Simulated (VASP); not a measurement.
FeCo, 2 atoms in the cell. Symmetry: Pm-3m, No. 221, cubic system. The conventional cell has a = 2.845 Å, b = 2.845 Å, c = 2.845 Å, α = 90.00°, β = 90.00°, γ = 90.00°. Fe (site symmetry m-3m) has 8 Co at 2.46 Å and 6 Fe at 2.84 Å within 3.3 Å. Co (site symmetry m-3m) has 8 Fe at 2.46 Å and 6 Co at 2.84 Å within 3.3 Å. 

```yaml
Program: VASP 6.6.1
Task: vibrations by perturbation theory
Functional: PBE
Potentials_or_basis: VASP PAW PBE potentials, release 64 (Fe, Co)
Cutoff: 600 eV
k_mesh: 20 × 20 × 20
Occupations: gaussian, width 0.2 eV
Spin: collinear spin, ferromagnetic start
Starting_moments: "[-3.08, -2.01] μB"
Dipole_correction: no
Further_INCAR_settings: ALGO = Normal; EDIFF = 1e-08; NBANDS = 20; IBRION = 8; NSW = 1
```

Potentials or basis: VASP PAW PBE potentials, release 64 (Fe, Co).

Launch:

```console
$ cat potpaw_PBE.64/Fe/POTCAR potpaw_PBE.64/Co/POTCAR > POTCAR
$ mpirun -np 4 vasp_std > vasp.out
```

Hardware: 4 MPI ranks on Intel(R) Xeon(R) 6975P-C (Granite Rapids), with other jobs on the host.

Question: Estimate the wall time of this run.

Answer: It took 4.7 min on 4 MPI ranks on Intel(R) Xeon(R) 6975P-C (Granite Rapids) (shared host), peak memory 1.4 GiB a rank. Counts: scf iterations 51, k points 286.
